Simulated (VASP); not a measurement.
# Ta2Si (Fm-3m) in VASP: density of states with PBEsol

Aim: the density of states of Ta2Si with PBEsol.

Everything below comes from runs of VASP 6.6.1. Logs are shortened: lines on timing, memory, paths and dates and some standing lists are left out, and cuts for length are marked.

## 1. The cell of the first run

The structure is cubic, space group Fm-3m (No. 225). The conventional cell has a = 5.989 Å, b = 5.989 Å, c = 5.989 Å, α = 90.00°, β = 90.00°, γ = 90.00°. Ta (site symmetry -43m) has 4 Si at 2.59 Å and 6 Ta at 2.99 Å within 3.4 Å. Si (site symmetry m-3m) has 8 Ta at 2.59 Å within 3.4 Å.

## 2. Density of states, PBEsol

Input file POSCAR:

```
Ta2Si
1.0
    0.0000000000      2.9945438870      2.9945438870
    2.9945438870      0.0000000000      2.9945438870
    2.9945438870      2.9945438870      0.0000000000
Ta Si
2 1
Direct
    0.2500000000      0.2500000000      0.2500000000
    0.7500000000      0.7500000000      0.7500000000
    0.0000000000      0.0000000000      0.0000000000
```

Input file INCAR.step1:

```
SYSTEM = Ta2Si
PREC = Accurate
ENCUT = 520
EDIFF = 1E-6
ISMEAR = 0
SIGMA = 0.05
LREAL = .False.
LASPH = .True.
NELM = 60
ALGO = Normal
ISIF = 2
LWAVE = .False.
LCHARG = .True.
LMAXMIX = 4
GGA = PS
NBANDS = 20
```

Input file KPOINTS.step1:

```
regular mesh
0
Gamma
  10 10 10
  0 0 0
```

Input file INCAR.step2:

```
SYSTEM = Ta2Si
PREC = Accurate
ENCUT = 520
EDIFF = 1E-6
ISMEAR = -5
SIGMA = 0.05
LREAL = .False.
LASPH = .True.
NELM = 60
ALGO = Normal
ISIF = 2
LWAVE = .False.
LCHARG = .False.
LMAXMIX = 4
GGA = PS
LORBIT = 11
NBANDS = 20
NEDOS = 2001
ICHARG = 11
```

Input file KPOINTS.step2:

```
regular mesh
0
Gamma
  15 15 15
  0 0 0
```

Potentials or basis: VASP PAW PBE potentials, release 64 (Ta_pv, Si).

Run with:

```
$ cat potpaw_PBE.64/Ta_pv/POTCAR potpaw_PBE.64/Si/POTCAR > POTCAR
$ cp INCAR.step1 INCAR
$ cp KPOINTS.step1 KPOINTS
$ mpirun -np 1 vasp_std > vasp.out
$ cp INCAR.step2 INCAR
$ cp KPOINTS.step2 KPOINTS
$ mpirun -np 1 vasp_std > vasp.out
```

OUTCAR:

```text
SYSTEM = Ta2Si
   PREC = Accurate
   ENCUT = 520
   EDIFF = 1E-6
   ISMEAR = -5
   LREAL = .False.
   LASPH = .True.
   NELM = 60
   ISIF = 2
   GGA = PS
   LORBIT = 11
   ICHARG = 11

 ion  position               nearest neighbor table
   1  0.250  0.250  0.250-   3 2.59   3 2.59   3 2.59   3 2.59   2 2.99   2 2.99   2 2.99   2 2.99
                             2 2.99   2 2.99
   2  0.750  0.750  0.750-   3 2.59   3 2.59   3 2.59   3 2.59   1 2.99   1 2.99   1 2.99   1 2.99
                             1 2.99   1 2.99
   3  0.000  0.000  0.000-   2 2.59   2 2.59   2 2.59   1 2.59   2 2.59   1 2.59   1 2.59   1 2.59

  LATTYP: Found a face centered cubic cell.
 ALAT       =     5.9890877740

  Lattice vectors:

 A1 = (   0.0000000000,   2.9945438870,   2.9945438870)
 A2 = (   2.9945438870,   0.0000000000,   2.9945438870)
 A3 = (   2.9945438870,   2.9945438870,   0.0000000000)

Analysis of symmetry for initial positions (statically):
=====================================================================
 Subroutine PRICEL returns:
 Original cell was already a primitive cell.

 Routine SETGRP: Setting up the symmetry group for a
 face centered cubic supercell.

 Subroutine GETGRP returns: Found 48 space group operations
 (whereof 48 operations were pure point group operations)
 out of a pool of 48 trial point group operations.

The static configuration has the point symmetry O_h .

Analysis of symmetry for dynamics (positions and initial velocities):
=====================================================================
 Subroutine PRICEL returns:
 Original cell was already a primitive cell.

 Routine SETGRP: Setting up the symmetry group for a
 face centered cubic supercell.

 Subroutine GETGRP returns: Found 48 space group operations
 (whereof 48 operations were pure point group operations)
 out of a pool of 48 trial point group operations.

The dynamic configuration has the point symmetry O_h .

 Subroutine INISYM returns: Found 48 space group operations
 (whereof 48 operations are pure point group operations),
 and found     1 'primitive' translations

----------------------------------------------------------------------------------------

                                     Primitive cell

  volume of cell :      53.7059

  direct lattice vectors                    reciprocal lattice vectors
     0.000000000  2.994543887  2.994543887    -0.166970336  0.166970336  0.166970336
     2.994543887  0.000000000  2.994543887     0.166970336 -0.166970336  0.166970336
     2.994543887  2.994543887  0.000000000     0.166970336  0.166970336 -0.166970336

  length of vectors
     4.234924578  4.234924578  4.234924578     0.289201106  0.289201106  0.289201106

  position of ions in fractional coordinates (direct lattice)
     0.250000000  0.250000000  0.250000000
     0.750000000  0.750000000  0.750000000
     0.000000000  0.000000000  0.000000000

  ion indices of the primitive-cell ions
   primitive index   ion index
                 1           1
                 2           2
                 3           3

----------------------------------------------------------------------------------------

 KPOINTS: regular mesh

Automatic generation of k-mesh.
 Grid dimensions read from file:
 generate k-points for:   15   15   15

 Generating k-lattice:

  Cartesian coordinates                     Fractional coordinates (reciprocal lattice)
    -0.011131356  0.011131356  0.011131356     0.066666667  0.000000000  0.000000000
     0.011131356 -0.011131356  0.011131356     0.000000000  0.066666667  0.000000000
     0.011131356  0.011131356 -0.011131356     0.000000000  0.000000000  0.066666667

  Length of vectors
     0.019280074  0.019280074  0.019280074

  Shift w.r.t. Gamma in fractional coordinates (k-lattice)
     0.000000000  0.000000000  0.000000000

 TETIRR: Found    484 inequivalent tetrahedra from    20250

 Subroutine IBZKPT returns following result:
 ===========================================

 Found    120 irreducible k-points:

 Following reciprocal coordinates:
            Coordinates               Weight
  0.000000  0.000000  0.000000      1.000000
  0.066667  0.000000  0.000000      8.000000
  0.133333  0.000000  0.000000      8.000000
  0.200000  0.000000  0.000000      8.000000
  0.266667  0.000000  0.000000      8.000000
  0.333333  0.000000  0.000000      8.000000
[... 16 lines left out ...]
  0.133333  0.133333  0.000000      6.000000
  0.200000  0.133333  0.000000     24.000000
 [... further k-points ...]
   k-points           NKPTS =    120   k-points in BZ     NKDIM =    120   number of bands    NBANDS=     20
   number of dos      NEDOS =   2001   number of ions     NIONS =      3
   total plane-waves  NPLWV =  32768
   dimension x,y,z NGX =    32 NGY =   32 NGZ =   32
   dimension x,y,z NGXF=    64 NGYF=   64 NGZF=   64
   ions per type =               2   1
   NGX,Y,Z   is equivalent  to a cutoff of  12.56, 12.56, 12.56 a.u.
   NGXF,Y,Z  is equivalent  to a cutoff of  25.12, 25.12, 25.12 a.u.
 SYSTEM =  Ta2Si
   PREC   = accura    normal or accurate (medium, high low for compatibility)
   ISTART =      0    job   : 0-new  1-cont  2-samecut
   ICHARG =     11    charge: 1-file 2-atom 10-const
   ISPIN  =      1    spin polarized calculation?
   LNONCOLLINEAR =      F non collinear calculations
   LSORBIT =      F    spin-orbit coupling
   LASPH  =      T    aspherical Exc in radial PAW
   ENCUT  =  520.0 eV  38.22 Ry    6.18 a.u.   7.87  7.87  7.87*2*pi/ulx,y,z
   NELM   =     60;   NELMIN=  2; NELMDL=  0     # of ELM steps
   EDIFF  = 0.1E-05   stopping-criterion for ELM
   LREAL  =      F    real-space projection
   EDIFFG = 0.1E-04   stopping-criterion for IOM
   NSW    =      0    number of steps for IOM
   IBRION =     -1    ionic relax: 0-MD 1-quasi-New 2-CG
   NFREE  =      0    steps in history (QN), initial steepest desc. (CG)
   ISIF   =      2    stress and relaxation
   ISYM   =      2    0-nonsym 1-usesym 2-fastsym
   POTIM  = 0.5000    time-step for ionic-motion
   TEBEG  =    0.0;   TEEND  =   0.0 temperature during run
   PSTRESS=    0.0 pullay stress
   NELECT =      26.0000    total number of electrons
   NUPDOWN=      -1.0000    fix difference up-down
   EMIN   =  10.00;   EMAX   =-10.00  energy-range for DOS
   EFERMI =   0.00;   METHOD = LEGACY
   ISMEAR =    -5;   SIGMA  =   0.05  broadening in eV -4-tet -1-fermi 0-gaus
   EFERMI_NEDOS =   21; number of points for ismear=-14 and -15
   IALGO  =     38    algorithm
   IMIX   =      4    mixing-type and parameters
     AMIX     =   0.40;   BMIX     =  1.00
     AMIX_MAG =   1.60;   BMIX_MAG =  1.00
  volume/ion in A,a.u.               =      17.90       120.81
  Fermi-wavevector in a.u.,A,eV,Ry     =   1.285460  2.429167 22.482371  1.652408
  Thomas-Fermi vector in A             =   2.417593
   LORBIT       =     11    0 simple, 1 ext, 2 COOP (PROOUT), +10 PAW based schemes
   GGA     = PS    functional components
   LHFCALC =     F    Hartree Fock is set to
   AEXX    =    0.0000 exact exchange contribution
   IVDW    =     0    specifies the selected vdW correction
   LEPSILON=     F    determine dielectric tensor
   LRPA    =     F    only Hartree local field effects (RPA)
 non-spin polarized calculation
 Fermi weights with tetrahedron method with Bloechl corrections
  energy-cutoff  :      520.00
  volume of cell :       53.71
 maximum number of plane-waves:      1464

 number of electron      25.9999997 magnetization

 Free energy of the ion-electron system (eV)
  ---------------------------------------------------
  ext. energy  EPLUGINS =         0.00000000
  ---------------------------------------------------
  free energy    TOTEN  =       -30.62159040 eV

  energy without entropy =      -30.62159040  energy(sigma->0) =      -30.62159040

 E-fermi :   6.4424     XC(G=0): -11.8378

 val. band max:        6.4487890781   @ k =  -0.4667   0.2000   0.0000
 cond. band min:       6.3725219569   @ k =  -0.2667   0.2000   0.0667
 fundamental gap:     -0.0762671212
 Fermi energy:         6.4424067763

 k-point     1 :       0.0000    0.0000    0.0000
  band No.  band energies     occupation
      1     -28.2493      2.00000
      2     -28.2493      2.00000
      3     -28.2493      2.00000
      4     -27.8365      2.00000
      5     -27.8365      2.00000
      6     -27.8365      2.00000
[... 12 lines left out ...]
     19      12.3031      0.00000
     20      12.4447      0.00000

 k-point     2 :       0.0667    0.0000    0.0000
  band No.  band energies     occupation
      1     -28.2460      2.00000
      2     -28.2452      2.00000
      3     -28.2452      2.00000
      4     -27.8426      2.00000
      5     -27.8414      2.00000
      6     -27.8414      2.00000
[... 12 lines left out ...]
     19      11.8719      0.00000
     20      13.0320      0.00000

 k-point     3 :       0.1333    0.0000    0.0000
  band No.  band energies     occupation
      1     -28.2362      2.00000
      2     -28.2329      2.00000
      3     -28.2329      2.00000
      4     -27.8605      2.00000
      5     -27.8558      2.00000
      6     -27.8558      2.00000
[... 12 lines left out ...]
     19      10.9051      0.00000
     20      13.1843      0.00000

 k-point     4 :       0.2000    0.0000    0.0000
  band No.  band energies     occupation
      1     -28.2199      2.00000
      2     -28.2129      2.00000
      3     -28.2129      2.00000
      4     -27.8885      2.00000
      5     -27.8791      2.00000
      6     -27.8791      2.00000
[... 12 lines left out ...]
     19       9.8769      0.00000
     20      13.3927      0.00000

 k-point     5 :       0.2667    0.0000    0.0000
  band No.  band energies     occupation
      1     -28.1974      2.00000
      2     -28.1859      2.00000
      3     -28.1859      2.00000
      4     -27.9245      2.00000
      5     -27.9098      2.00000
      6     -27.9098      2.00000
[... 12 lines left out ...]
     19      10.6444      0.00000
     20      13.6298      0.00000

 k-point     6 :       0.3333    0.0000    0.0000
  band No.  band energies     occupation
      1     -28.1690      2.00000
      2     -28.1528      2.00000
      3     -28.1528      2.00000
      4     -27.9657      2.00000
      5     -27.9465      2.00000
      6     -27.9465      2.00000
[... 12 lines left out ...]
     19      11.6540      0.00000
     20      13.8616      0.00000

 k-point     7 :       0.4000    0.0000    0.0000
  band No.  band energies     occupation
      1     -28.1354      2.00000
      2     -28.1148      2.00000
      3     -28.1148      2.00000
      4     -28.0094      2.00000
      5     -27.9873      2.00000
      6     -27.9873      2.00000
[... 12 lines left out ...]
     19      12.5755      0.00000
     20      14.0516      0.00000
[... 277 lines left out ...]
 k-point    20 :      -0.2000    0.0667    0.0000
  band No.  band energies     occupation
      1     -28.2514      2.00000
      2     -28.1849      2.00000
      3     -28.1777      2.00000
      4     -27.9267      2.00000
      5     -27.9164      2.00000
      6     -27.8445      2.00000
[... 12 lines left out ...]
     19      10.3099      0.00000
     20      12.9876      0.00000

 k-point    21 :      -0.1333    0.0667    0.0000
  band No.  band energies     occupation
      1     -28.2575      2.00000
      2     -28.2116      2.00000
      3     -28.2071      2.00000
      4     -27.8900      2.00000
      5     -27.8835      2.00000
      6     -27.8331      2.00000
[... 12 lines left out ...]
     19      11.2633      0.00000
     20      12.9366      0.00000

 k-point    22 :      -0.0667    0.0667    0.0000
  band No.  band energies     occupation
      1     -28.2554      2.00000
      2     -28.2320      2.00000
      3     -28.2299      2.00000
      4     -27.8612      2.00000
      5     -27.8581      2.00000
      6     -27.8321      2.00000
[... 12 lines left out ...]
     19      12.0009      0.00000
     20      12.9083      0.00000

 k-point    23 :       0.1333    0.1333    0.0000
  band No.  band energies     occupation
      1     -28.2610      2.00000
      2     -28.2610      2.00000
      3     -28.1672      2.00000
      4     -27.9332      2.00000
      5     -27.8281      2.00000
      6     -27.8281      2.00000
[... 12 lines left out ...]
     19      11.7374      0.00000
     20      11.9938      0.00000

 k-point    24 :       0.2000    0.1333    0.0000
  band No.  band energies     occupation
      1     -28.2626      2.00000
      2     -28.2620      2.00000
      3     -28.1262      2.00000
      4     -27.9807      2.00000
      5     -27.8299      2.00000
      6     -27.8292      2.00000
[... 12 lines left out ...]
     19      11.1158      0.00000
     20      11.7843      0.00000

 [... further k-points ...]
[... 5 lines left out ...]
  --------------------------------------------------------------------------------------
  -------------------------------------------------------------------------------------
  Total        0.0621482      0.0621482      0.0621482      0.0000000     -0.0000000      0.0000000
  in kB        1.8540313      1.8540313      1.8540313      0.0000000     -0.0000000      0.0000000
  external PRESSURE =       1.8540313 kB  Pullay stress =       0.0000000 kB

 VOLUME and BASIS-vectors are now :
 -----------------------------------------------------------------------------
  energy-cutoff  :      520.00
  volume of cell :       53.71
      direct lattice vectors                 reciprocal lattice vectors
     0.000000000  2.994543887  2.994543887    -0.166970336  0.166970336  0.166970336
     2.994543887  0.000000000  2.994543887     0.166970336 -0.166970336  0.166970336
     2.994543887  2.994543887  0.000000000     0.166970336  0.166970336 -0.166970336

 POSITION                                       TOTAL-FORCE (eV/Angst)
 -----------------------------------------------------------------------------------
      1.49727      1.49727      1.49727        -0.000000     -0.000000     -0.000000
      4.49182      4.49182      4.49182         0.000000      0.000000      0.000000
      0.00000      0.00000      0.00000         0.000000      0.000000     -0.000000
 -----------------------------------------------------------------------------------
    total drift:                               -0.000000     -0.000000      0.000000

  FREE ENERGIE OF THE ION-ELECTRON SYSTEM (eV)
  ---------------------------------------------------
  free  energy   TOTEN  =       -30.6215904028 eV

  energy  without entropy=      -30.6215904028  energy(sigma->0) =      -30.62159040

 total charge

# of ion       s       p       d       tot
------------------------------------------
    1        0.339   6.157   2.410   8.907
    2        0.339   6.157   2.410   8.907
    3        0.742   1.047   0.000   1.788
--------------------------------------------------
tot          1.420  13.361   4.821  19.602
```

Run time: 50 s. Hardware: 1 thread of Intel Xeon 6975P-C (Granite Rapids), shared host; peak memory 0.24 GiB.

Results:

| Quantity | Value |
| --- | --- |
| Valence electrons inside the program's atomic spheres | Ta 8.91; Si 1.79 |

Caveat: the PAW data sets were made with another functional, which shifts forces and pressure a little; spin-orbit coupling is left out, which moves the levels of the heavy elements; tetrahedron occupations give inexact forces and stress in metals.
